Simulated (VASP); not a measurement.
# MoW2C4 (F-43m) in VASP: notebook

Runs on MoW2C4. Level: PBE. Tasks: single point.

Everything below comes from runs of VASP 6.6.1. Logs are shortened: lines on timing, memory, paths and dates and some standing lists are left out, and cuts for length are marked.

### Step 1. The cell of the first run

It takes space group F-43m (No. 216, cubic). Conventional cell: a = 6.840 Å, b = 6.840 Å, c = 6.840 Å, α = 90.00°, β = 90.00°, γ = 90.00°. Within 3.7 Å of Mo (site symmetry -43m) lie 12 C at 2.79 Å and 10 W at 2.96 to 3.42 Å. W (site symmetry -43m) has 4 C at 2.02 Å within 2.7 Å. W (site symmetry -43m) has 4 Mo at 2.96 Å and 4 W at 2.96 Å and 24 C at 2.98 to 4.04 Å within 4.1 Å. Within 2.1 Å of C (site symmetry 3m) lie 3 C at 1.54 Å and 1 W at 2.02 Å.

The cell was built from a structure type or drawn by symmetry, and may not be a known phase.

### Step 2. Single point, PBE

INCAR reads:

```
PREC = Accurate
ENCUT = 600
EDIFF = 1E-6
ISMEAR = 0
SIGMA = 0.2
LREAL = False
LASPH = True
NELM = 120
ALGO = Normal
ISIF = 2
LWAVE = False
LCHARG = True
GGA = PE
LELF = True
LVHAR = True
NBANDS = 38
GGA_COMPAT = False
```

KPOINTS reads:

```
Automatic mesh
0
Gamma
  4 4 4
```

POSCAR reads:

```
MoW2C4
1.0
    0.0000000000      3.4201818458      3.4201818458
    3.4201818458      0.0000000000      3.4201818458
    3.4201818458      3.4201818458      0.0000000000
Mo W C
1 2 4
Direct
    0.7500000000      0.7500000000      0.7500000000
    0.2500000000      0.2500000000      0.2500000000
    0.5000000000      0.5000000000      0.5000000000
    0.0795183672      0.0795183672      0.0795183672
    0.0795183672      0.0795183672      0.7614448985
    0.0795183672      0.7614448985      0.0795183672
    0.7614448985      0.0795183672      0.0795183672
```

Potentials or basis: VASP PAW PBE potentials, release 64 (Mo_sv, W_sv, C).

The run is started by

```console
cat potpaw_PBE.64/Mo_sv/POTCAR potpaw_PBE.64/W_sv/POTCAR potpaw_PBE.64/C/POTCAR > POTCAR
mpirun -np 1 vasp_std > vasp.out
```

OUTCAR:

```text
PREC = Accurate
   ENCUT = 600
   EDIFF = 1E-6
   ISMEAR = 0
   LREAL = False
   LASPH = True
   NELM = 120
   ISIF = 2
   GGA = PE

 ion  position               nearest neighbor table
   1  0.750  0.750  0.750-   3 2.96   3 2.96   3 2.96   3 2.96   2 3.42   2 3.42   2 3.42   2 3.42
                             2 3.42   2 3.42
   2  0.250  0.250  0.250-   4 2.02   6 2.02   5 2.02   7 2.02   3 2.96   3 2.96   3 2.96   3 2.96
                             1 3.42   1 3.42   1 3.42   1 3.42   1 3.42   1 3.42
   3  0.500  0.500  0.500-   2 2.96   2 2.96   2 2.96   1 2.96   2 2.96   1 2.96   1 2.96   1 2.96

   4  0.080  0.080  0.080-   5 1.54   6 1.54   7 1.54   2 2.02
   5  0.080  0.080  0.761-   4 1.54   6 1.54   7 1.54   2 2.02
   6  0.080  0.761  0.080-   4 1.54   5 1.54   7 1.54   2 2.02
   7  0.761  0.080  0.080-   4 1.54   5 1.54   6 1.54   2 2.02

  LATTYP: Found a face centered cubic cell.
 ALAT       =     6.8403636916

  Lattice vectors:

 A1 = (   0.0000000000,   3.4201818458,   3.4201818458)
 A2 = (   3.4201818458,   0.0000000000,   3.4201818458)
 A3 = (   3.4201818458,   3.4201818458,   0.0000000000)

Analysis of symmetry for initial positions (statically):
=====================================================================
 Subroutine PRICEL returns:
 Original cell was already a primitive cell.

 Routine SETGRP: Setting up the symmetry group for a
 face centered cubic supercell.

 Subroutine GETGRP returns: Found 24 space group operations
 (whereof 24 operations were pure point group operations)
 out of a pool of 48 trial point group operations.

The static configuration has the point symmetry T_d .

Analysis of symmetry for dynamics (positions and initial velocities):
=====================================================================
 Subroutine PRICEL returns:
 Original cell was already a primitive cell.

 Routine SETGRP: Setting up the symmetry group for a
 face centered cubic supercell.

 Subroutine GETGRP returns: Found 24 space group operations
 (whereof 24 operations were pure point group operations)
 out of a pool of 48 trial point group operations.

The dynamic configuration has the point symmetry T_d .

 Subroutine INISYM returns: Found 24 space group operations
 (whereof 24 operations are pure point group operations),
 and found     1 'primitive' translations

----------------------------------------------------------------------------------------

                                     Primitive cell

  volume of cell :      80.0161

  direct lattice vectors                    reciprocal lattice vectors
     0.000000000  3.420181846  3.420181846    -0.146191057  0.146191057  0.146191057
     3.420181846  0.000000000  3.420181846     0.146191057 -0.146191057  0.146191057
     3.420181846  3.420181846  0.000000000     0.146191057  0.146191057 -0.146191057

  length of vectors
     4.836867552  4.836867552  4.836867552     0.253210339  0.253210339  0.253210339

  position of ions in fractional coordinates (direct lattice)
     0.750000000  0.750000000  0.750000000
     0.250000000  0.250000000  0.250000000
     0.500000000  0.500000000  0.500000000
     0.079518367  0.079518367  0.079518367
     0.079518367  0.079518367  0.761444899
     0.079518367  0.761444899  0.079518367
     0.761444899  0.079518367  0.079518367

  ion indices of the primitive-cell ions
   primitive index   ion index
                 1           1
                 2           2
                 3           3
                 4           4
                 5           5
                 6           6
                 7           7

----------------------------------------------------------------------------------------

 KPOINTS: Automatic mesh

Automatic generation of k-mesh.
 Grid dimensions read from file:
 generate k-points for:    4    4    4

 Generating k-lattice:

  Cartesian coordinates                     Fractional coordinates (reciprocal lattice)
    -0.036547764  0.036547764  0.036547764     0.250000000  0.000000000  0.000000000
     0.036547764 -0.036547764  0.036547764     0.000000000  0.250000000  0.000000000
     0.036547764  0.036547764 -0.036547764     0.000000000  0.000000000  0.250000000

  Length of vectors
     0.063302585  0.063302585  0.063302585

  Shift w.r.t. Gamma in fractional coordinates (k-lattice)
     0.000000000  0.000000000  0.000000000

 Subroutine IBZKPT returns following result:
 ===========================================

 Found      8 irreducible k-points:

 Following reciprocal coordinates:
            Coordinates               Weight
  0.000000  0.000000  0.000000      1.000000
  0.250000  0.000000  0.000000      8.000000
  0.500000  0.000000  0.000000      4.000000
  0.250000  0.250000  0.000000      6.000000
  0.500000  0.250000  0.000000     24.000000
 -0.250000  0.250000  0.000000     12.000000
  0.500000  0.500000  0.000000      3.000000
 -0.250000  0.500000  0.250000      6.000000
   k-points           NKPTS =      8   k-points in BZ     NKDIM =      8   number of bands    NBANDS=     38
   number of dos      NEDOS =    301   number of ions     NIONS =      7
   total plane-waves  NPLWV =  64000
   dimension x,y,z NGX =    40 NGY =   40 NGZ =   40
   dimension x,y,z NGXF=    80 NGYF=   80 NGZF=   80
   ions per type =               1   2   4
   NGX,Y,Z   is equivalent  to a cutoff of  13.75, 13.75, 13.75 a.u.
   NGXF,Y,Z  is equivalent  to a cutoff of  27.50, 27.50, 27.50 a.u.
 SYSTEM =  unknown system
   PREC   = accura    normal or accurate (medium, high low for compatibility)
   ISTART =      0    job   : 0-new  1-cont  2-samecut
   ICHARG =      2    charge: 1-file 2-atom 10-const
   ISPIN  =      1    spin polarized calculation?
   LNONCOLLINEAR =      F non collinear calculations
   LSORBIT =      F    spin-orbit coupling
   LASPH  =      T    aspherical Exc in radial PAW
   ENCUT  =  600.0 eV  44.10 Ry    6.64 a.u.   9.66  9.66  9.66*2*pi/ulx,y,z
   NELM   =    120;   NELMIN=  2; NELMDL= -5     # of ELM steps
   EDIFF  = 0.1E-05   stopping-criterion for ELM
   LREAL  =      F    real-space projection
   EDIFFG = 0.1E-04   stopping-criterion for IOM
   NSW    =      0    number of steps for IOM
   IBRION =     -1    ionic relax: 0-MD 1-quasi-New 2-CG
   NFREE  =      0    steps in history (QN), initial steepest desc. (CG)
   ISIF   =      2    stress and relaxation
   ISYM   =      2    0-nonsym 1-usesym 2-fastsym
   POTIM  = 0.5000    time-step for ionic-motion
   TEBEG  =    0.0;   TEEND  =   0.0 temperature during run
   PSTRESS=    0.0 pullay stress
   NELECT =      58.0000    total number of electrons
   NUPDOWN=      -1.0000    fix difference up-down
   EMIN   =  10.00;   EMAX   =-10.00  energy-range for DOS
   EFERMI =   0.00;   METHOD = LEGACY
   ISMEAR =     0;   SIGMA  =   0.20  broadening in eV -4-tet -1-fermi 0-gaus
   EFERMI_NEDOS =   21; number of points for ismear=-14 and -15
   IALGO  =     38    algorithm
   IMIX   =      4    mixing-type and parameters
     AMIX     =   0.40;   BMIX     =  1.00
     AMIX_MAG =   1.60;   BMIX_MAG =  1.00
  volume/ion in A,a.u.               =      11.43        77.14
  Fermi-wavevector in a.u.,A,eV,Ry     =   1.470590  2.779012 29.424438  2.162635
  Thomas-Fermi vector in A             =   2.585828
   LORBIT       =      0    0 simple, 1 ext, 2 COOP (PROOUT), +10 PAW based schemes
   GGA     = PE    functional components
   LHFCALC =     F    Hartree Fock is set to
   AEXX    =    0.0000 exact exchange contribution
   IVDW    =     0    specifies the selected vdW correction
   LEPSILON=     F    determine dielectric tensor
   LRPA    =     F    only Hartree local field effects (RPA)
 non-spin polarized calculation
 Gauss-broadening in eV      SIGMA  =   0.20
  energy-cutoff  :      600.00
  volume of cell :       80.02
 maximum number of plane-waves:      2698
 NGX is ok and might be reduce to    40
   NGX = 19   NGY = 19   NGZ = 19

 number of electron      57.9999997 magnetization

 Free energy of the ion-electron system (eV)
  ---------------------------------------------------
  ext. energy  EPLUGINS =         0.00000000
  ---------------------------------------------------
  free energy    TOTEN  =       -60.76071462 eV

  energy without entropy =      -60.69455795  energy(sigma->0) =      -60.72763628

 E-fermi :   9.8593     XC(G=0): -12.7025

 val. band max:        9.8190610076   @ k =   0.5000   0.2500   0.0000
 cond. band min:      10.0301228997   @ k =   0.0000   0.0000   0.0000
 fundamental gap:      0.2110618921
 Fermi energy:         9.8593000258

 k-point     1 :       0.0000    0.0000    0.0000
  band No.  band energies     occupation
      1     -64.6246      2.00000
      2     -64.3627      2.00000
      3     -51.5675      2.00000
      4     -28.8614      2.00000
      5     -28.8614      2.00000
      6     -28.8614      2.00000
[... 30 lines left out ...]
     37      13.1650      0.00000
     38      13.1650      0.00000

 k-point     2 :       0.2500    0.0000    0.0000
  band No.  band energies     occupation
      1     -64.6239      2.00000
      2     -64.3634      2.00000
      3     -51.5676      2.00000
      4     -28.8742      2.00000
      5     -28.8742      2.00000
      6     -28.8607      2.00000
[... 30 lines left out ...]
     37      12.9847      0.00000
     38      12.9847      0.00000

 k-point     3 :       0.5000    0.0000    0.0000
  band No.  band energies     occupation
      1     -64.6233      2.00000
      2     -64.3640      2.00000
      3     -51.5676      2.00000
      4     -28.8859      2.00000
      5     -28.8859      2.00000
      6     -28.8581      2.00000
[... 30 lines left out ...]
     37      12.9338      0.00000
     38      13.5184      0.00000

 k-point     4 :       0.2500    0.2500    0.0000
  band No.  band energies     occupation
      1     -64.6237      2.00000
      2     -64.3636      2.00000
      3     -51.5676      2.00000
      4     -28.8889      2.00000
      5     -28.8889      2.00000
      6     -28.8330      2.00000
[... 30 lines left out ...]
     37      12.2013      0.00000
     38      13.0871      0.00000

 k-point     5 :       0.5000    0.2500    0.0000
  band No.  band energies     occupation
      1     -64.6231      2.00000
      2     -64.3643      2.00000
      3     -51.5676      2.00000
      4     -28.9062      2.00000
      5     -28.8997      2.00000
      6     -28.8144      2.00000
[... 30 lines left out ...]
     37      12.9311      0.00000
     38      14.3430      0.00000

 k-point     6 :      -0.2500    0.2500    0.0000
  band No.  band energies     occupation
      1     -64.6233      2.00000
      2     -64.3640      2.00000
      3     -51.5676      2.00000
      4     -28.9026      2.00000
      5     -28.8861      2.00000
      6     -28.8333      2.00000
[... 30 lines left out ...]
     37      13.5301      0.00000
     38      14.9577      0.00000

 k-point     7 :       0.5000    0.5000    0.0000
  band No.  band energies     occupation
      1     -64.6228      2.00000
      2     -64.3645      2.00000
      3     -51.5676      2.00000
      4     -28.9124      2.00000
      5     -28.9124      2.00000
      6     -28.7821      2.00000
[... 30 lines left out ...]
     37      12.4163      0.00000
     38      13.3923      0.00000

 k-point     8 :      -0.2500    0.5000    0.2500
  band No.  band energies     occupation
      1     -64.6229      2.00000
      2     -64.3645      2.00000
      3     -51.5676      2.00000
      4     -28.9135      2.00000
      5     -28.9063      2.00000
      6     -28.7887      2.00000
[... 30 lines left out ...]
     37      12.4444      0.00000
     38      14.7728      0.00000

------------------------ aborting loop because EDIFF is reached ----------------------------------------

  FORCE on cell =-STRESS in cart. coord.  units (eV):
  Direction    XX          YY          ZZ          XY          YZ          ZX
  --------------------------------------------------------------------------------------
  -------------------------------------------------------------------------------------
  Total       -0.0113388     -0.0113388     -0.0113388      0.0000000      0.0000000     -0.0000000
  in kB       -0.2270396     -0.2270396     -0.2270396      0.0000000      0.0000000     -0.0000000
  external PRESSURE =      -0.2270396 kB  Pullay stress =       0.0000000 kB

 VOLUME and BASIS-vectors are now :
 -----------------------------------------------------------------------------
  energy-cutoff  :      600.00
  volume of cell :       80.02
      direct lattice vectors                 reciprocal lattice vectors
     0.000000000  3.420181846  3.420181846    -0.146191057  0.146191057  0.146191057
     3.420181846  0.000000000  3.420181846     0.146191057 -0.146191057  0.146191057
     3.420181846  3.420181846  0.000000000     0.146191057  0.146191057 -0.146191057

 POSITION                                       TOTAL-FORCE (eV/Angst)
 -----------------------------------------------------------------------------------
      5.13027      5.13027      5.13027        -0.000000     -0.000000     -0.000000
      1.71009      1.71009      1.71009        -0.000000     -0.000000     -0.000000
      3.42018      3.42018      3.42018        -0.000000     -0.000000     -0.000000
      0.54393      0.54393      0.54393         0.045531      0.045531      0.045531
      2.87625      2.87625      0.54393        -0.045531     -0.045531      0.045531
      2.87625      0.54393      2.87625        -0.045531      0.045531     -0.045531
      0.54393      2.87625      2.87625         0.045531     -0.045531     -0.045531
 -----------------------------------------------------------------------------------
    total drift:                               -0.000000     -0.000000     -0.000000

  FREE ENERGIE OF THE ION-ELECTRON SYSTEM (eV)
  ---------------------------------------------------
  free  energy   TOTEN  =       -60.7607146150 eV

  energy  without entropy=      -60.6945579455  energy(sigma->0) =      -60.72763628
```

Wall time 33 s (1 thread of Intel Xeon Platinum 8559C (Emerald Rapids), shared host); peak memory 0.24 GiB.

Results:

| Quantity | Value |
| --- | --- |
| Free energy | -60.7607 eV |
| Pressure | 0.0 GPa |
| Largest force | 0.079 eV/Å |
| Band gap on the k mesh | zero (bands 29 and 30 overlap by 0.58 eV) |

Forces in eV/Å, atoms in the order of the input:
```
Mo   0.000  0.000  0.000
W    0.000  0.000  0.000
W    0.000  0.000  0.000
C    0.046  0.046  0.046
C   -0.046 -0.046  0.046
C   -0.046  0.046 -0.046
C    0.046 -0.046 -0.046
```

Caveat: the k points lie up to 0.40 Å⁻¹ apart, too coarse for converged energies and pressures of a metal; spin-orbit coupling is left out, which moves the levels of the heavy elements.

### Step 3. Single point, PBE

This run uses another cell than the first one, of 24.22 Å³/atom.

INCAR reads:

```
ALGO = Normal
EDIFF = 1E-6
ENCUT = 600
GGA = PE
GGA_COMPAT = False
ISIF = 2
ISMEAR = 0
LASPH = True
LCHARG = False
LREAL = False
LWAVE = False
NBANDS = 38
NELM = 120
PREC = Accurate
SIGMA = 0.2
```

KPOINTS reads:

```
k-points
0
Gamma
  4 4 4
```

POSCAR reads:

```
MoW2C4
1.0
    0.0000000000      4.3926282957      4.3926282957
    4.3926282957      0.0000000000      4.3926282957
    4.3926282957      4.3926282957      0.0000000000
Mo W C
1 2 4
Direct
    0.0000000000      0.0000000000      0.0000000000
    0.5000000000      0.5000000000      0.5000000000
    0.7500000000      0.7500000000      0.7500000000
    0.8753245193      0.8753245193      0.8753245193
    0.8753245193      0.8753245193      0.3740264422
    0.8753245193      0.3740264422      0.8753245193
    0.3740264422      0.8753245193      0.8753245193
```

Potentials or basis: VASP PAW PBE potentials, release 64 (Mo_sv, W_sv, C).

The run is started by

```console
cat potpaw_PBE.64/Mo_sv/POTCAR potpaw_PBE.64/W_sv/POTCAR potpaw_PBE.64/C/POTCAR > POTCAR
mpirun -np 1 vasp_std > vasp.out
```

Run time: 79 s. Hardware: 1 thread of Intel Xeon Platinum 8559C (Emerald Rapids), shared host; peak memory 0.37 GiB.

It converged, with:

```yaml
Free_energy: -55.3506 eV
Pressure: 0.2 GPa
Largest_force: 0.055 eV/Å
Band_gap_on_the_k_mesh: zero (bands 29 and 30 overlap by 0.30 eV)
```

Forces on the atoms (eV/Å):
```
Mo   0.000  0.000  0.000
W    0.000  0.000  0.000
W    0.000  0.000  0.000
C    0.032  0.032  0.032
C   -0.032 -0.032  0.032
C   -0.032  0.032 -0.032
C    0.032 -0.032 -0.032
```

Levels at points of the mesh, in eV from the Fermi level:
```csv
k point,band 25,band 26,band 27,band 28,band 29,band 30,band 31,band 32
"(0.00, 0.00, 0.00)",-1.36,-0.72,0.17,0.17,0.23,0.23,0.23,0.49
"(0.50, 0.00, 0.00)",-2.42,-0.78,-0.78,-0.07,0.07,0.07,0.49,0.59
"(0.50, 0.50, 0.00)",-2.19,-2.19,-0.27,-0.25,-0.25,0.03,0.05,0.15
```

Caveat: spin-orbit coupling is left out, which moves the levels of the heavy elements.
